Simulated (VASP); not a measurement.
# TaRu (Cmmm) in VASP: single point with LDA

Aim: the single point of TaRu with LDA.

All numbers are computed with VASP 6.6.1; they aren't measurements. Logs are shortened: lines on timing, memory, paths and dates and some standing lists are left out, and cuts for length are marked.

## (1) The cell of the first run

It takes space group Cmmm (No. 65, orthorhombic). Conventional cell: a = 3.308 Å, b = 4.683 Å, c = 4.162 Å, α = 90.00°, β = 90.00°, γ = 90.00°. Ta (site symmetry mmm) has 8 Ru at 2.66 to 3.13 Å and 6 Ta at 2.87 to 3.31 Å within 3.5 Å. Ru (site symmetry mmm) has 8 Ta at 2.66 to 3.13 Å and 6 Ru at 2.87 to 3.31 Å within 3.5 Å.

## (2) Single point, LDA

INCAR

```
SYSTEM = TaRu
PREC = Accurate
ENCUT = 520
EDIFF = 1E-7
ISMEAR = -1
SIGMA = 0.02
LREAL = .False.
LASPH = .True.
NELM = 60
ALGO = Normal
ISIF = 2
LWAVE = .False.
LCHARG = .False.
GGA = CA
NBANDS = 20
```

KPOINTS

```
regular mesh
0
Gamma
  11 11 7
  0 0 0
```

POSCAR

```
TaRu
1.0
    1.6541200000     -2.3416100000      0.0000000000
    1.6541200000      2.3416100000      0.0000000000
    0.0000000000      0.0000000000      4.1624200000
Ta Ru
1 1
Direct
    0.5000000000      0.5000000000      0.5000000000
    0.0000000000      0.0000000000      0.0000000000
```

Potentials or basis: VASP PAW LDA potentials, release 64 (Ta_pv, Ru_pv).

Command:

```console
$ cat potpaw_LDA.64/Ta_pv/POTCAR potpaw_LDA.64/Ru_pv/POTCAR > POTCAR
$ mpirun -np 1 vasp_std > vasp.out
```

OUTCAR:

```text
SYSTEM = TaRu
   PREC = Accurate
   ENCUT = 520
   EDIFF = 1E-7
   ISMEAR = -1
   LREAL = .False.
   LASPH = .True.
   NELM = 60
   ISIF = 2
   GGA = CA

 ion  position               nearest neighbor table
   1  0.500  0.500  0.500-   2 2.66   2 2.66   2 2.66   2 2.66   2 3.13   2 3.13   2 3.13   2 3.13

   2  0.000  0.000  0.000-   1 2.66   1 2.66   1 2.66   1 2.66   1 3.13   1 3.13   1 3.13   1 3.13

  LATTYP: Found a base centered orthorhombic cell.
 ALAT       =     3.3082400000
 B/A-ratio  =     1.4156228085
 C/A-ratio  =     1.2581977124

  Lattice vectors:

 A1 = (   1.6541200000,  -2.3416100000,   0.0000000000)
 A2 = (   1.6541200000,   2.3416100000,   0.0000000000)
 A3 = (   0.0000000000,   0.0000000000,   4.1624200000)

Analysis of symmetry for initial positions (statically):
=====================================================================
 Subroutine PRICEL returns:
 Original cell was already a primitive cell.

 Routine SETGRP: Setting up the symmetry group for a
 base centered orthorhombic supercell.

 Subroutine GETGRP returns: Found  8 space group operations
 (whereof  8 operations were pure point group operations)
 out of a pool of  8 trial point group operations.

The static configuration has the point symmetry D_2h.

Analysis of symmetry for dynamics (positions and initial velocities):
=====================================================================
 Subroutine PRICEL returns:
 Original cell was already a primitive cell.

 Routine SETGRP: Setting up the symmetry group for a
 base centered orthorhombic supercell.

 Subroutine GETGRP returns: Found  8 space group operations
 (whereof  8 operations were pure point group operations)
 out of a pool of  8 trial point group operations.

The dynamic configuration has the point symmetry D_2h.

 Subroutine INISYM returns: Found  8 space group operations
 (whereof  8 operations are pure point group operations),
 and found     1 'primitive' translations

----------------------------------------------------------------------------------------

                                     Primitive cell

  volume of cell :      32.2446

  direct lattice vectors                    reciprocal lattice vectors
     1.654120000 -2.341610000  0.000000000     0.302275530 -0.213528299  0.000000000
     1.654120000  2.341610000  0.000000000     0.302275530  0.213528299  0.000000000
     0.000000000  0.000000000  4.162420000     0.000000000  0.000000000  0.240244858

  length of vectors
     2.866923502  2.866923502  4.162420000     0.370087599  0.370087599  0.240244858

  position of ions in fractional coordinates (direct lattice)
     0.500000000  0.500000000  0.500000000
     0.000000000  0.000000000  0.000000000

  ion indices of the primitive-cell ions
   primitive index   ion index
                 1           1
                 2           2

----------------------------------------------------------------------------------------

 KPOINTS: regular mesh

Automatic generation of k-mesh.
 Grid dimensions read from file:
 generate k-points for:   11   11    7

 Generating k-lattice:

  Cartesian coordinates                     Fractional coordinates (reciprocal lattice)
     0.027479594 -0.019411664  0.000000000     0.090909091  0.000000000  0.000000000
     0.027479594  0.019411664  0.000000000     0.000000000  0.090909091  0.000000000
     0.000000000  0.000000000  0.034320694     0.000000000  0.000000000  0.142857143

  Length of vectors
     0.033644327  0.033644327  0.034320694

  Shift w.r.t. Gamma in fractional coordinates (k-lattice)
     0.000000000  0.000000000  0.000000000

 Subroutine IBZKPT returns following result:
 ===========================================

 Found    144 irreducible k-points:

 Following reciprocal coordinates:
            Coordinates               Weight
  0.000000  0.000000  0.000000      1.000000
  0.090909  0.000000  0.000000      4.000000
  0.181818  0.000000  0.000000      4.000000
  0.272727  0.000000  0.000000      4.000000
  0.363636  0.000000  0.000000      4.000000
  0.454545  0.000000  0.000000      4.000000
[... 16 lines left out ...]
 -0.272727  0.181818  0.000000      4.000000
 -0.181818  0.181818  0.000000      2.000000
 [... further k-points ...]
   k-points           NKPTS =    144   k-points in BZ     NKDIM =    144   number of bands    NBANDS=     20
   number of dos      NEDOS =    301   number of ions     NIONS =      2
   total plane-waves  NPLWV =  18432
   dimension x,y,z NGX =    24 NGY =   24 NGZ =   32
   dimension x,y,z NGXF=    48 NGYF=   48 NGZF=   64
   ions per type =               1   1
   NGX,Y,Z   is equivalent  to a cutoff of  13.92, 13.92, 12.78 a.u.
   NGXF,Y,Z  is equivalent  to a cutoff of  27.83, 27.83, 25.56 a.u.
 SYSTEM =  TaRu
   PREC   = accura    normal or accurate (medium, high low for compatibility)
   ISTART =      0    job   : 0-new  1-cont  2-samecut
   ICHARG =      2    charge: 1-file 2-atom 10-const
   ISPIN  =      1    spin polarized calculation?
   LNONCOLLINEAR =      F non collinear calculations
   LSORBIT =      F    spin-orbit coupling
   LASPH  =      T    aspherical Exc in radial PAW
   ENCUT  =  520.0 eV  38.22 Ry    6.18 a.u.   5.33  5.33  7.74*2*pi/ulx,y,z
   NELM   =     60;   NELMIN=  2; NELMDL= -5     # of ELM steps
   EDIFF  = 0.1E-06   stopping-criterion for ELM
   LREAL  =      F    real-space projection
   EDIFFG = 0.1E-05   stopping-criterion for IOM
   NSW    =      0    number of steps for IOM
   IBRION =     -1    ionic relax: 0-MD 1-quasi-New 2-CG
   NFREE  =      0    steps in history (QN), initial steepest desc. (CG)
   ISIF   =      2    stress and relaxation
   ISYM   =      2    0-nonsym 1-usesym 2-fastsym
   POTIM  = 0.5000    time-step for ionic-motion
   TEBEG  =    0.0;   TEEND  =   0.0 temperature during run
   PSTRESS=    0.0 pullay stress
   NELECT =      25.0000    total number of electrons
   NUPDOWN=      -1.0000    fix difference up-down
   EMIN   =  10.00;   EMAX   =-10.00  energy-range for DOS
   EFERMI =   0.00;   METHOD = LEGACY
   ISMEAR =    -1;   SIGMA  =   0.02  broadening in eV -4-tet -1-fermi 0-gaus
   EFERMI_NEDOS =   21; number of points for ismear=-14 and -15
   IALGO  =     38    algorithm
   IMIX   =      4    mixing-type and parameters
     AMIX     =   0.40;   BMIX     =  1.00
     AMIX_MAG =   1.60;   BMIX_MAG =  1.00
  volume/ion in A,a.u.               =      16.12       108.80
  Fermi-wavevector in a.u.,A,eV,Ry     =   1.503958  2.842068 30.774873  2.261889
  Thomas-Fermi vector in A             =   2.615000
   LORBIT       =      0    0 simple, 1 ext, 2 COOP (PROOUT), +10 PAW based schemes
   GGA     = CA    functional components
   LHFCALC =     F    Hartree Fock is set to
   AEXX    =    0.0000 exact exchange contribution
   IVDW    =     0    specifies the selected vdW correction
   LEPSILON=     F    determine dielectric tensor
   LRPA    =     F    only Hartree local field effects (RPA)
 non-spin polarized calculation
  energy-cutoff  :      520.00
  volume of cell :       32.24
 maximum number of plane-waves:       884
 NGX is ok and might be reduce to    24
   NGX = 11   NGY = 11   NGZ = 15

 number of electron      24.9999997 magnetization

 Free energy of the ion-electron system (eV)
  ---------------------------------------------------
  ext. energy  EPLUGINS =         0.00000000
  ---------------------------------------------------
  free energy    TOTEN  =       -23.64941907 eV

  energy without entropy =      -23.64613467  energy(sigma->0) =      -23.64777687

 E-fermi :   8.5718     XC(G=0): -13.3602

 val. band max:        8.5715445969   @ k =   0.2727   0.0000   0.0000
 cond. band min:       8.5823502724   @ k =   0.3636   0.2727   0.0000
 fundamental gap:      0.0108056756
 Fermi energy:         8.5717730574

 k-point     1 :       0.0000    0.0000    0.0000
  band No.  band energies     occupation
      1     -34.0170      2.00000
      2     -33.7802      2.00000
      3     -33.6089      2.00000
      4     -25.7620      2.00000
      5     -25.3295      2.00000
      6     -25.1757      2.00000
[... 12 lines left out ...]
     19      19.0855      0.00000
     20      19.9259      0.00000

 k-point     2 :       0.0909    0.0000    0.0000
  band No.  band energies     occupation
      1     -34.0120      2.00000
      2     -33.7922      2.00000
      3     -33.6226      2.00000
      4     -25.7597      2.00000
      5     -25.3730      2.00000
      6     -25.2083      2.00000
[... 12 lines left out ...]
     19      19.0849      0.00000
     20      20.2202      0.00000

 k-point     3 :       0.1818    0.0000    0.0000
  band No.  band energies     occupation
      1     -33.9984      2.00000
      2     -33.8329      2.00000
      3     -33.6506      2.00000
      4     -25.7535      2.00000
      5     -25.5344      2.00000
      6     -25.2470      2.00000
[... 12 lines left out ...]
     19      19.0749      0.00000
     20      19.3106      0.00000

 k-point     4 :       0.2727    0.0000    0.0000
  band No.  band energies     occupation
      1     -33.9805      2.00000
      2     -33.9005      2.00000
      3     -33.6721      2.00000
      4     -25.7676      2.00000
      5     -25.7454      2.00000
      6     -25.2680      2.00000
[... 12 lines left out ...]
     19      18.3521      0.00000
     20      19.0884      0.00000

 k-point     5 :       0.3636    0.0000    0.0000
  band No.  band energies     occupation
      1     -33.9702      2.00000
      2     -33.9640      2.00000
      3     -33.6833      2.00000
      4     -25.9803      2.00000
      5     -25.7379      2.00000
      6     -25.2814      2.00000
[... 12 lines left out ...]
     19      19.0856      0.00000
     20      19.7826      0.00000
[... 353 lines left out ...]
      6     -25.4744      2.00000
[... 12 lines left out ...]
     19      19.0847      0.00000
     20      19.5223      0.00000

 k-point    22 :      -0.3636    0.1818    0.0000
  band No.  band energies     occupation
      1     -33.9670      2.00000
      2     -33.9404      2.00000
      3     -33.7639      2.00000
      4     -25.9085      2.00000
      5     -25.6934      2.00000
      6     -25.4515      2.00000
[... 12 lines left out ...]
     19      19.0876      0.00000
     20      19.2049      0.00000

 k-point    23 :      -0.2727    0.1818    0.0000
  band No.  band energies     occupation
      1     -33.9823      2.00000
      2     -33.8716      2.00000
      3     -33.7536      2.00000
      4     -25.7033      2.00000
      5     -25.6970      2.00000
      6     -25.4452      2.00000
[... 12 lines left out ...]
     19      19.0813      0.00000
     20      19.4966      0.00000

 k-point    24 :      -0.1818    0.1818    0.0000
  band No.  band energies     occupation
      1     -33.9949      2.00000
      2     -33.8267      2.00000
      3     -33.7200      2.00000
      4     -25.7202      2.00000
      5     -25.4798      2.00000
      6     -25.4507      2.00000
[... 12 lines left out ...]
     19      19.0847      0.00000
     20      20.3000      0.00000

 [... further k-points ...]
[... 5 lines left out ...]
  --------------------------------------------------------------------------------------
  -------------------------------------------------------------------------------------
  Total       -2.4249398     -2.7706452     -2.8203419     -0.0000000      0.0000000      0.0000000
  in kB     -120.4908524   -137.6683221   -140.1376621     -0.0000000      0.0000000      0.0000000
  external PRESSURE =    -132.7656122 kB  Pullay stress =       0.0000000 kB

 VOLUME and BASIS-vectors are now :
 -----------------------------------------------------------------------------
  energy-cutoff  :      520.00
  volume of cell :       32.24
      direct lattice vectors                 reciprocal lattice vectors
     1.654120000 -2.341610000  0.000000000     0.302275530 -0.213528299  0.000000000
     1.654120000  2.341610000  0.000000000     0.302275530  0.213528299  0.000000000
     0.000000000  0.000000000  4.162420000     0.000000000  0.000000000  0.240244858

 POSITION                                       TOTAL-FORCE (eV/Angst)
 -----------------------------------------------------------------------------------
      1.65412      0.00000      2.08121         0.000000      0.000000      0.000000
      0.00000      0.00000      0.00000        -0.000000     -0.000000      0.000000
 -----------------------------------------------------------------------------------
    total drift:                                0.000000     -0.000000      0.000000

  FREE ENERGIE OF THE ION-ELECTRON SYSTEM (eV)
  ---------------------------------------------------
  free  energy   TOTEN  =       -23.6494190722 eV

  energy  without entropy=      -23.6461346717  energy(sigma->0) =      -23.64777687
```

Wall time 2 min (1 thread of Intel Xeon 6975P-C, shared host); peak memory 0.21 GiB.

What came out:

- Free energy: -23.6494 eV
- Pressure: -13.3 GPa

Caveat: spin-orbit coupling is left out, which moves the levels of the heavy elements.
